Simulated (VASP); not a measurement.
# Ge (P-3m1) in VASP: settings compared

Ge is run at these levels: PBEsol-based global hybrid with 25 % exact exchange, HSE06, PBE0, HF; tasks: single point.

All numbers are computed with VASP 6.6.1; they aren't measurements. Logs are shortened: lines on timing, memory, paths and dates and some standing lists are left out, and cuts for length are marked.

### Step 1. The cell of the first run

The structure is trigonal, space group P-3m1 (No. 164). The conventional cell has a = 4.090 Å, b = 4.090 Å, c = 3.327 Å, α = 90.00°, β = 90.00°, γ = 120.00°. Within 3.4 Å of Ge (site symmetry 3m) lie 8 Ge at 2.54 to 3.36 Å.

### Step 2. Single point, PBEsol-based global hybrid with 25 % exact exchange

Input file POSCAR:

```
Ge
1.0
    4.0904100000      0.0000000000      0.0000000000
   -2.0452000000      3.5424000000      0.0000000000
    0.0000000000      0.0000000000      3.3265800000
Ge
2
Direct
    0.6666700000      0.3333300000      0.1408600000
    0.3333300000      0.6666700000      0.8591400000
```

Input file INCAR.step1:

```
SYSTEM = Ge
PREC = Accurate
ENCUT = 410
EDIFF = 1E-5
ISMEAR = -1
SIGMA = 0.05
LREAL = .False.
LASPH = .True.
NELM = 120
ALGO = Normal
ISIF = 2
LWAVE = .True.
LCHARG = .False.
NBANDS = 21
GGA = PE
GGA_COMPAT = .False.
```

Input file INCAR.step2:

```
SYSTEM = Ge
PREC = Accurate
ENCUT = 410
EDIFF = 1E-6
ISMEAR = -1
SIGMA = 0.05
LREAL = .False.
LASPH = .True.
NELM = 120
ALGO = Normal
ISIF = 2
LWAVE = .False.
LCHARG = .False.
GGA = PS
LHFCALC = .True.
AEXX = 0.25
PRECFOCK = Normal
NBANDS = 21
ISTART = 1
GGA_COMPAT = .False.
```

Input file KPOINTS:

```
Automatic mesh
0
Gamma
  4 4 4
  0 0 0
```

Potentials or basis: VASP PAW PBE potentials, release 64 (Ge_d).

The run is started by

```
cat potpaw_PBE.64/Ge_d/POTCAR > POTCAR
cp INCAR.step1 INCAR
mpirun -np 1 vasp_std > vasp.out
cp INCAR.step2 INCAR
mpirun -np 1 vasp_std > vasp.out
```

OUTCAR:

```text
SYSTEM = Ge
   PREC = Accurate
   ENCUT = 410
   EDIFF = 1E-6
   ISMEAR = -1
   LREAL = .False.
   LASPH = .True.
   NELM = 120
   ISIF = 2
   GGA = PS
   LHFCALC = .True.
   AEXX = 0.25
   PRECFOCK = Normal
   ISTART = 1

 ion  position               nearest neighbor table
   1  0.667  0.333  0.141-   2 2.54   2 2.54   2 2.54
   2  0.333  0.667  0.859-   1 2.54   1 2.54   1 2.54

  LATTYP: Found a hexagonal cell.
 ALAT       =     4.0904100000
 C/A-ratio  =     0.8132632181

  Lattice vectors:

 A1 = (   4.0904100000,   0.0000000000,   0.0000000000)
 A2 = (  -2.0452000000,   3.5424000000,   0.0000000000)
 A3 = (   0.0000000000,   0.0000000000,   3.3265800000)

Analysis of symmetry for initial positions (statically):
=====================================================================
 Subroutine PRICEL returns:
 Original cell was already a primitive cell.

 Routine SETGRP: Setting up the symmetry group for a
 hexagonal supercell.

 Subroutine GETGRP returns: Found  4 space group operations
 (whereof  4 operations were pure point group operations)
 out of a pool of 24 trial point group operations.

The static configuration has the point symmetry C_2h.

Analysis of symmetry for dynamics (positions and initial velocities):
=====================================================================
 Subroutine PRICEL returns:
 Original cell was already a primitive cell.

 Routine SETGRP: Setting up the symmetry group for a
 hexagonal supercell.

 Subroutine GETGRP returns: Found  4 space group operations
 (whereof  4 operations were pure point group operations)
 out of a pool of 24 trial point group operations.

The dynamic configuration has the point symmetry C_2h.

 Subroutine INISYM returns: Found  4 space group operations
 (whereof  4 operations are pure point group operations),
 and found     1 'primitive' translations

----------------------------------------------------------------------------------------

                                     Primitive cell

  volume of cell :      48.2017

  direct lattice vectors                    reciprocal lattice vectors
     4.090410000  0.000000000  0.000000000     0.244474270  0.141146900  0.000000000
    -2.045200000  3.542400000  0.000000000     0.000000000  0.282294490  0.000000000
     0.000000000  0.000000000  3.326580000     0.000000000  0.000000000  0.300609034

  length of vectors
     4.090410000  4.090408390  3.326580000     0.282294379  0.282294490  0.300609034

  position of ions in fractional coordinates (direct lattice)
     0.666670000  0.333330000  0.140860000
     0.333330000  0.666670000  0.859140000

  ion indices of the primitive-cell ions
   primitive index   ion index
                 1           1
                 2           2

----------------------------------------------------------------------------------------

 KPOINTS: Automatic mesh

Automatic generation of k-mesh.
 Grid dimensions read from file:
 generate k-points for:    4    4    4

 Generating k-lattice:

  Cartesian coordinates                     Fractional coordinates (reciprocal lattice)
     0.061118568  0.035286725  0.000000000     0.250000000 -0.000000000  0.000000000
     0.000000000  0.070573622  0.000000000     0.000000000  0.250000000  0.000000000
     0.000000000  0.000000000  0.075152258     0.000000000  0.000000000  0.250000000

  Length of vectors
     0.070573595  0.070573622  0.075152258

  Shift w.r.t. Gamma in fractional coordinates (k-lattice)
     0.000000000  0.000000000  0.000000000

 Subroutine IBZKPT returns following result:
 ===========================================

 Found     24 irreducible k-points:

 Following reciprocal coordinates:
            Coordinates               Weight
  0.000000  0.000000  0.000000      1.000000
  0.250000  0.000000  0.000000      4.000000
 -0.250000  0.250000  0.000000      2.000000
  0.500000  0.000000  0.000000      2.000000
  0.500000  0.500000  0.000000      1.000000
  0.250000  0.250000  0.000000      2.000000
[... 16 lines left out ...]
  0.250000  0.250000  0.500000      2.000000
 -0.250000  0.500000  0.500000      4.000000
   k-points           NKPTS =     24   k-points in BZ     NKDIM =     64   number of bands    NBANDS=     21
   number of dos      NEDOS =    301   number of ions     NIONS =      2
   total plane-waves  NPLWV =  18816
   dimension x,y,z NGX =    28 NGY =   28 NGZ =   24
   dimension x,y,z NGXF=    56 NGYF=   56 NGZF=   48
   ions per type =               2
   NGX,Y,Z   is equivalent  to a cutoff of  11.38, 11.38, 11.99 a.u.
   NGXF,Y,Z  is equivalent  to a cutoff of  22.76, 22.76, 23.99 a.u.
 SYSTEM =  Ge
   PREC   = accura    normal or accurate (medium, high low for compatibility)
   ISTART =      1    job   : 0-new  1-cont  2-samecut
   ICHARG =      0    charge: 1-file 2-atom 10-const
   ISPIN  =      1    spin polarized calculation?
   LNONCOLLINEAR =      F non collinear calculations
   LSORBIT =      F    spin-orbit coupling
[... 81 lines left out ...]
      3     -24.2702      2.00000
      4     -24.2265      2.00000
      5     -24.2146      2.00000
      6     -24.1993      2.00000
[... 13 lines left out ...]
     20      15.1077      0.00000
     21      15.9737      0.00000

 k-point     3 :      -0.2500    0.2500    0.0000
  band No.  band energies     occupation
      1     -24.3064      2.00000
      2     -24.3001      2.00000
      3     -24.2698      2.00000
      4     -24.2272      2.00000
      5     -24.2165      2.00000
      6     -24.1963      2.00000
[... 13 lines left out ...]
     20      15.1016      0.00000
     21      15.9718      0.00000

 k-point     4 :       0.5000    0.0000    0.0000
  band No.  band energies     occupation
      1     -24.3060      2.00000
      2     -24.2977      2.00000
      3     -24.2895      2.00000
      4     -24.2102      2.00000
      5     -24.1939      2.00000
      6     -24.1699      2.00000
[... 13 lines left out ...]
     20      15.3965      0.00000
     21      15.6125      0.00000

 k-point     5 :       0.5000    0.5000    0.0000
  band No.  band energies     occupation
      1     -24.3034      2.00000
      2     -24.3002      2.00000
      3     -24.2889      2.00000
      4     -24.2123      2.00000
      5     -24.1965      2.00000
      6     -24.1662      2.00000
[... 13 lines left out ...]
     20      15.3944      0.00000
     21      15.6086      0.00000

 k-point     6 :       0.2500    0.2500    0.0000
  band No.  band energies     occupation
      1     -24.3076      2.00000
      2     -24.3005      2.00000
      3     -24.2902      2.00000
      4     -24.1977      2.00000
      5     -24.1924      2.00000
      6     -24.1755      2.00000
[... 13 lines left out ...]
     20      14.1094      0.00000
     21      15.0875      0.00000

 k-point     7 :      -0.2500    0.5000    0.0000
  band No.  band energies     occupation
      1     -24.3073      2.00000
      2     -24.3024      2.00000
      3     -24.2880      2.00000
      4     -24.1987      2.00000
      5     -24.1920      2.00000
      6     -24.1765      2.00000
[... 13 lines left out ...]
     20      14.1173      0.00000
     21      15.0857      0.00000
[... 291 lines left out ...]
      1     -24.3063      2.00000
      2     -24.3003      2.00000
      3     -24.2604      2.00000
      4     -24.2426      2.00000
      5     -24.2113      2.00000
      6     -24.1912      2.00000
[... 13 lines left out ...]
     20      13.5453      0.00000
     21      15.1586      0.00000

 k-point    21 :       0.5000    0.0000    0.5000
  band No.  band energies     occupation
      1     -24.2985      2.00000
      2     -24.2870      2.00000
      3     -24.2771      2.00000
      4     -24.2242      2.00000
      5     -24.2025      2.00000
      6     -24.1598      2.00000
[... 13 lines left out ...]
     20      17.1943      0.00000
     21      17.4240      0.00000

 k-point    22 :       0.5000    0.5000    0.5000
  band No.  band energies     occupation
      1     -24.3016      2.00000
      2     -24.2833      2.00000
      3     -24.2753      2.00000
      4     -24.2270      2.00000
      5     -24.2038      2.00000
      6     -24.1597      2.00000
[... 13 lines left out ...]
     20      17.1908      0.00000
     21      17.4234      0.00000

 k-point    23 :       0.2500    0.2500    0.5000
  band No.  band energies     occupation
      1     -24.3000      2.00000
      2     -24.2927      2.00000
      3     -24.2743      2.00000
      4     -24.2237      2.00000
      5     -24.1893      2.00000
      6     -24.1625      2.00000
[... 13 lines left out ...]
     20      15.0917      0.00000
     21      17.6563      0.00000

 k-point    24 :      -0.2500    0.5000    0.5000
  band No.  band energies     occupation
      1     -24.3032      2.00000
      2     -24.2900      2.00000
      3     -24.2719      2.00000
      4     -24.2255      2.00000
      5     -24.1887      2.00000
      6     -24.1624      2.00000
[... 13 lines left out ...]
     20      15.0950      0.00000
     21      17.6499      0.00000

------------------------ aborting loop because EDIFF is reached ----------------------------------------

  FORCE on cell =-STRESS in cart. coord.  units (eV):
  Direction    XX          YY          ZZ          XY          YZ          ZX
  --------------------------------------------------------------------------------------
  -------------------------------------------------------------------------------------
  Total       -1.2808206     -1.0726018     -2.3701254      0.1803223      0.0091574     -0.0158610
  in kB      -42.5732178    -35.6522300    -78.7806368      5.9937352      0.3043820     -0.5272040
  external PRESSURE =     -52.3353615 kB  Pullay stress =       0.0000000 kB

 VOLUME and BASIS-vectors are now :
 -----------------------------------------------------------------------------
  energy-cutoff  :      410.00
  volume of cell :       48.20
      direct lattice vectors                 reciprocal lattice vectors
     4.090410000  0.000000000  0.000000000     0.244474270  0.141146900  0.000000000
    -2.045200000  3.542400000  0.000000000     0.000000000  0.282294490  0.000000000
     0.000000000  0.000000000  3.326580000     0.000000000  0.000000000  0.300609034

 POSITION                                       TOTAL-FORCE (eV/Angst)
 -----------------------------------------------------------------------------------
      2.04523      1.18079      0.46858         0.079358     -0.045817     -0.520803
     -0.00002      2.36161      2.85800        -0.079358      0.045817      0.520803
 -----------------------------------------------------------------------------------
    total drift:                               -0.000000     -0.000000      0.000000

  FREE ENERGIE OF THE ION-ELECTRON SYSTEM (eV)
  ---------------------------------------------------
  free  energy   TOTEN  =       -11.3543114424 eV

  energy  without entropy=      -11.3504859180  energy(sigma->0) =      -11.35239868
```

It took 46 min on 1 thread of AMD EPYC 7R13 (Zen 3), shared host; peak memory 0.13 GiB.

Results:

- Free energy: -11.3543 eV
- Pressure: -5.2 GPa
- Largest force: 0.529 eV/Å
- Band gap on the k mesh: zero (bands 14 and 15 overlap by 5.08 eV)

Forces on the atoms (eV/Å):
```
Ge   0.079 -0.046 -0.521
Ge  -0.079  0.046  0.521
```

Caveat: the k points lie up to 0.47 Å⁻¹ apart, too coarse for converged energies and pressures of a metal; the PAW data sets were made with another functional, which shifts forces and pressure a little.

### Step 3. Single point, HSE06

POSCAR is that of step 2.

Input file INCAR.step1:

```
SYSTEM = Ge
  PREC = Accurate
  ENCUT = 410
  EDIFF = 1E-5
  ISMEAR = -1
  SIGMA = 0.05
  LREAL = .FALSE.
  LASPH = .TRUE.
  NELM = 120
  ALGO = Normal
  ISIF = 2
  LWAVE = .TRUE.
  LCHARG = .FALSE.
  NBANDS = 21
  GGA = PE
  GGA_COMPAT = .FALSE.
```

Input file INCAR.step2:

```
SYSTEM = Ge
  PREC = Accurate
  ENCUT = 410
  EDIFF = 1E-6
  ISMEAR = -1
  SIGMA = 0.05
  LREAL = .FALSE.
  LASPH = .TRUE.
  NELM = 120
  ALGO = Normal
  ISIF = 2
  LWAVE = .FALSE.
  LCHARG = .FALSE.
  GGA = PE
  LHFCALC = .TRUE.
  HFSCREEN = 0.2079
  PRECFOCK = Normal
  NBANDS = 21
  ISTART = 1
  GGA_COMPAT = .FALSE.
```

Input file KPOINTS:

```
Automatic mesh
0
G
  4 4 4
  0 0 0
```

Potentials or basis: VASP PAW PBE potentials, release 64 (Ge_d).

The run is started by

```
cat potpaw_PBE.64/Ge_d/POTCAR > POTCAR
cp INCAR.step1 INCAR
mpirun -np 1 vasp_std > vasp.out
cp INCAR.step2 INCAR
mpirun -np 1 vasp_std > vasp.out
```

It took 30 min on 1 thread of Intel Xeon Platinum 8259CL at 2.50GHz (Skylake/Cascade Lake), shared host; peak memory 0.26 GiB.

Results (log left out):

* Free energy: -9.8029 eV
* Pressure: -3.5 GPa
* Largest force: 0.377 eV/Å
* Band gap on the k mesh: zero (bands 14 and 15 overlap by 4.41 eV)

Forces on the atoms (eV/Å):
```
Ge   0.000  0.000 -0.377
Ge   0.000  0.000  0.377
```

Stress tensor (GPa, compression positive):
```
-1.92  0.00  0.00
 0.00 -1.92  0.00
 0.00  0.00 -6.65
```

Levels at points of the mesh, in eV from the Fermi level:
| k point | band 12 | band 13 | band 14 | band 15 | band 16 | band 17 |
| --- | --- | --- | --- | --- | --- | --- |
| (0.00, 0.00, 0.00) | -2.72 | -1.52 | -1.52 | 2.59 | 3.25 | 3.25 |
| (0.50, 0.00, 0.00) | -9.31 | -3.19 | -0.36 | 3.76 | 4.20 | 7.62 |
| (0.50, 0.50, 0.00) | -9.31 | -3.19 | -0.36 | 3.76 | 4.20 | 7.62 |
| (0.00, 0.00, 0.50) | -7.30 | 0.17 | 0.17 | 1.17 | 3.12 | 4.23 |
| (0.50, 0.00, 0.50) | -7.47 | -4.46 | -2.51 | -1.38 | 2.66 | 4.10 |
| (0.50, 0.50, 0.50) | -7.47 | -4.46 | -2.51 | -1.38 | 2.66 | 4.10 |

Caveat: the k points lie up to 0.47 Å⁻¹ apart, too coarse for converged energies and pressures of a metal; the PAW data sets were made with another functional, which shifts forces and pressure a little.

### Step 4. Single point, PBE0

POSCAR is that of step 3.

Input file INCAR.step1:

```
SYSTEM = Ge
ALGO = Normal
EDIFF = 1E-5
ENCUT = 410
GGA = PE
GGA_COMPAT = .False.
ISIF = 2
ISMEAR = -1
LASPH = .True.
LCHARG = .False.
LREAL = .False.
LWAVE = .True.
NBANDS = 21
NELM = 120
PREC = Accurate
SIGMA = 0.05
```

Input file INCAR.step2:

```
SYSTEM = Ge
AEXX = 0.25
ALGO = Normal
EDIFF = 1E-6
ENCUT = 410
GGA = PE
GGA_COMPAT = .False.
ISIF = 2
ISMEAR = -1
ISTART = 1
LASPH = .True.
LCHARG = .False.
LHFCALC = .True.
LREAL = .False.
LWAVE = .False.
NBANDS = 21
NELM = 120
PREC = Accurate
PRECFOCK = Normal
SIGMA = 0.05
```

Input file KPOINTS:

```
k-points
0
Gamma
  4 4 4
  0 0 0
```

The run is started by

```
cat potpaw_PBE.64/Ge_d/POTCAR > POTCAR
cp INCAR.step1 INCAR
mpirun -np 1 vasp_std > vasp.out
cp INCAR.step2 INCAR
mpirun -np 1 vasp_std > vasp.out
```

Wall time 63 min (1 thread of Intel Xeon 8259CL, shared host); peak memory 0.17 GiB.

The run converged. Its results:

```
Free energy            : -10.8116 eV
Pressure               : -3.5 GPa
Largest force          : 0.472 eV/Å
Band gap on the k mesh : zero (bands 14 and 15 overlap by 5.08 eV)
```

Forces on the atoms (eV/Å):
```
Ge   0.079 -0.046 -0.463
Ge  -0.079  0.046  0.463
```

Stress tensor (GPa, compression positive):
```
-2.42  0.61 -0.06
 0.61 -1.71  0.03
-0.06  0.03 -6.26
```

Levels at points of the mesh, in eV from the Fermi level:
| k point | band 10 | band 11 | band 12 | band 13 | band 14 | band 15 | band 16 | band 17 | band 18 | band 19 |
| --- | --- | --- | --- | --- | --- | --- | --- | --- | --- | --- |
| (0.00, 0.00, 0.00) | -28.46 | -14.12 | -3.26 | -2.05 | -2.02 | 2.81 | 3.44 | 3.47 | 3.78 | 7.29 |
| (0.50, 0.00, 0.00) | -28.43 | -11.92 | -9.89 | -3.73 | -0.81 | 3.98 | 4.42 | 7.86 | 8.94 | 9.06 |
| (0.50, 0.50, 0.00) | -28.43 | -11.91 | -9.90 | -3.71 | -0.88 | 3.98 | 4.43 | 7.85 | 8.93 | 9.07 |
| (0.00, 0.00, 0.50) | -28.45 | -12.03 | -7.90 | 0.28 | 0.30 | 1.34 | 3.36 | 4.48 | 4.48 | 8.15 |
| (0.50, 0.00, 0.50) | -28.43 | -9.90 | -8.03 | -5.02 | -2.99 | -1.90 | 2.87 | 4.31 | 5.38 | 12.47 |
| (0.50, 0.50, 0.50) | -28.43 | -9.89 | -8.05 | -5.01 | -3.01 | -1.89 | 2.87 | 4.32 | 5.39 | 12.46 |

Caveat: the k points lie up to 0.47 Å⁻¹ apart, too coarse for converged energies and pressures of a metal; the PAW data sets were made with another functional, which shifts forces and pressure a little.

### Step 5. Single point, HF

This run uses another cell than the first one, of 25.13 Å³/atom.

Input file POSCAR:

```
Ge
1.0
    4.1454465661     -0.0000029256      0.0000000000
   -2.0727207494      3.5900634991      0.0000000000
    0.0000000000      0.0000000000      3.3768818212
Ge
2
Direct
    0.6666666667      0.3333333333      0.0893051404
    0.3333333333      0.6666666667      0.9106948596
```

Input file INCAR.step1:

```
SYSTEM = Ge
PREC = Accurate ; ENCUT = 520
EDIFF = 1E-5 ; ISMEAR = -1
SIGMA = 0.05 ; LREAL = .False.
LASPH = .True. ; NELM = 80
ALGO = Normal ; ISIF = 2
LWAVE = .True. ; NBANDS = 21
GGA = PE
```

Input file INCAR.step2:

```
SYSTEM = Ge
PREC = Accurate ; ENCUT = 520
EDIFF = 1E-7 ; ISMEAR = -1
SIGMA = 0.05 ; LREAL = .False.
LASPH = .True. ; NELM = 80
ALGO = Normal ; ISIF = 2
LWAVE = .False. ; LCHARG = .True.
GGA = PE ; LHFCALC = .True.
AEXX = 1.0 ; ALDAC = 0.0
AGGAC = 0.0 ; PRECFOCK = Normal
LELF = .True. ; LVHAR = .True.
NBANDS = 21 ; ISTART = 1
```

Input file KPOINTS:

```
Automatic mesh
0
Gamma
  4 4 4
  0 0 0
```

The run is started by

```
cat potpaw_PBE.64/Ge_d/POTCAR > POTCAR
cp INCAR.step1 INCAR
mpirun -np 1 vasp_std > vasp.out
cp INCAR.step2 INCAR
mpirun -np 1 vasp_std > vasp.out
```

It took 15 min on 1 thread of Intel Xeon Platinum 8488C (Sapphire Rapids), shared host; peak memory 0.18 GiB.

Results (log left out):

| Quantity | Value |
| --- | --- |
| Free energy | -16.2780 eV |
| Pressure | -0.5 GPa |
| Largest force | 0.011 eV/Å |
| Band gap on the k mesh | zero (bands 14 and 15 overlap by 8.21 eV) |

Forces in eV/Å, atoms in the order of the input:
```
Ge   0.000  0.000  0.011
Ge   0.000  0.000 -0.011
```

Stress tensor (GPa, compression positive):
```
-0.48  0.00  0.00
 0.00 -0.48  0.00
 0.00  0.00 -0.39
```

Levels at points of the mesh, in eV from the Fermi level:
```tsv
k point	band 11	band 12	band 13	band 14	band 15	band 16	band 17	band 18
(0.00, 0.00, 0.00)	-21.09	-6.26	-6.26	-5.03	3.36	4.52	4.52	4.99
(0.50, 0.00, 0.00)	-18.27	-15.61	-8.17	-2.24	5.03	5.88	10.14	10.46
(0.00, 0.00, 0.50)	-18.92	-11.74	-4.79	-4.79	1.75	5.18	6.08	6.08
(0.50, 0.00, 0.50)	-16.14	-13.50	-8.24	-6.57	-4.88	3.44	6.66	7.27
```

Caveat: the k points lie up to 0.47 Å⁻¹ apart, too coarse for converged energies and pressures of a metal; the PAW data sets were made with another functional, which shifts forces and pressure a little.

### Step 6. Overview

| level | cell | cutoff (eV) | share of exact exchange | screening parameter | gap on the mesh (eV) | pressure (GPa) | largest force (eV/Å) |
| --- | --- | --- | --- | --- | --- | --- | --- |
| PBEsol-based global hybrid with 25 % exact exchange | a = 4.090, b = 4.090, c = 3.327 Å, angles 90.0, 90.0, 120.0°, 2 atoms, atomic positions A | 410 | 0.25 | - | none | -5.2 | 0.53 |
| HSE06 | a = 4.090, b = 4.090, c = 3.327 Å, angles 90.0, 90.0, 120.0°, 2 atoms, atomic positions A | 410 | 0.25 | 0.2079 1/Å | none | -3.5 | 0.38 |
| PBE0 | a = 4.090, b = 4.090, c = 3.327 Å, angles 90.0, 90.0, 120.0°, 2 atoms, atomic positions A | 410 | 0.25 | - | none | -3.5 | 0.47 |
| HF | a = 4.145, b = 4.145, c = 3.377 Å, angles 90.0, 90.0, 120.0°, 2 atoms, atomic positions B | 520 | 1 | - | none | -0.5 | 0.01 |

Alike in all rows: task single point; potentials or basis VASP PAW PBE potentials, release 64 (Ge_d); no spin polarisation; k mesh 4 × 4 × 4; smearing fermi-dirac 0.05 eV.

Caveats: all runs use coarse meshes; the PAW data sets were made with another functional, which shifts forces and pressure a little.

Absolute energies hang on the potentials; compare differences alone.
